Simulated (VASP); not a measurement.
# TaN: electric field gradients with PBE

Crystal: TaN.

```xyz
4
Lattice="3.1078 0.0000 0.0000 -1.5539 2.6914 0.0000 0.0000 0.0000 5.0145" Properties=species:S:1:pos:R:3 pbc="T T T"
Ta    0.0000    0.0000    0.0000
Ta    0.0000    0.0000    2.5072
N     0.0000    1.7943    1.2536
N     1.5539    0.8971    3.7608
```

This cell differs from its parent crystal: volume scaled by 1.06.

```json
{
 "Program": "VASP 6.6.1",
 "Task": "electric field gradients",
 "Functional": "PBE",
 "Potentials or basis": "VASP PAW PBE potentials, release 64 (Ta_pv, N)",
 "Cutoff": "520 eV",
 "k mesh": "9 × 9 × 5",
 "Occupations": "fermi-dirac, width 0.01 eV",
 "Spin": "no spin polarisation",
 "Dipole correction": "no",
 "Further INCAR settings": "ALGO = Normal; EDIFF = 1e-08; NBANDS = 24"
}
```

The pressure is 32.6 GPa and the band gap on the k mesh is zero (band 16 reaches 9.88 eV, above the bottom of band 17 at 7.55 eV).

Stress tensor (GPa, compression positive):
```
 8.93  0.00  0.00
 0.00  8.93  0.00
 0.00  0.00 80.05
```

Levels at points of the mesh, in eV from the Fermi level:
```tsv
k point	band 12	band 13	band 14	band 15	band 16	band 17	band 18	band 19	band 20	band 21
(0.00, 0.00, 0.00)	-4.95	-3.49	-3.49	-3.48	-1.69	-1.69	-0.57	-0.57	2.27	4.31
```

Electric field gradients, principal values (V/Å²):
```tsv
atom	least	middle	greatest (by size)
1 Ta	90.303	90.304	-180.607
2 Ta	90.303	90.304	-180.607
3 N	-2.700	-2.701	5.401
4 N	-2.700	-2.701	5.401
```

It took 57 s on 1 thread of Intel Xeon 8259CL, with other jobs on the host, peak memory 0.18 GiB.

Caveat: without QUAD_EFG the Cq values of the log hold for a quadrupole moment of 1 mb, not for the nuclei; spin-orbit coupling is left out, which moves the levels of the heavy elements.
